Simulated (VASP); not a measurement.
Wanted: the native input for a VASP 6.6.1 run.

| Item | Value |
| --- | --- |
| Task | single point |
| Functional | BLYP |
| Potentials or basis | VASP PAW PBE potentials, release 64 (Se) |
| Cutoff | 520 eV |
| k mesh | 12 × 12 × 12 |
| Occupations | fermi-dirac, width 0.1 eV |
| Spin | no spin polarisation |
| Dipole correction | no |
| Further INCAR settings | ALGO = Normal; EDIFF = 1e-06; NBANDS = 9 |

The structure of Se lies in POSCAR:

```
Se
1.0
    2.8693475977      0.0000000000      0.0000000000
    0.0000000000      2.8693475977      0.0000000000
    0.0000000000      0.0000000000      2.8693475977
Se
1
Direct
    0.0000000000      0.0000000000      0.0000000000
```

This cell differs from its parent crystal: volume scaled by 0.96.

The input as run:

INCAR

```
SYSTEM = Se
PREC = Accurate ; ENCUT = 520
EDIFF = 1E-6 ; ISMEAR = -1
SIGMA = 0.1 ; LREAL = .FALSE.
LASPH = .TRUE. ; NELM = 100
ALGO = Normal ; ISIF = 2
LWAVE = .FALSE. ; LCHARG = .FALSE.
GGA = B5 ; ALDAX = 1.0
AGGAX = 1.0 ; AGGAC = 1.0
ALDAC = 0.0 ; NBANDS = 9
```

KPOINTS

```
regular mesh
0
G
  12 12 12
  0 0 0
```

Potentials or basis: VASP PAW PBE potentials, release 64 (Se).

Run with:

```sh
$ cat potpaw_PBE.64/Se/POTCAR > POTCAR
$ mpirun -np 1 vasp_std > vasp.out
```

It gave:

The pressure is 2.8 GPa and the band gap on the k mesh is zero (band 3 reaches 7.14 eV, above the bottom of band 4 at 1.44 eV).

Caveat: the PAW data sets were made with another functional, which shifts forces and pressure a little.

Wall time 7.4 s on 1 thread of Intel(R) Xeon(R) 6975P-C (Granite Rapids), on a shared host, peak memory 0.14 GiB.
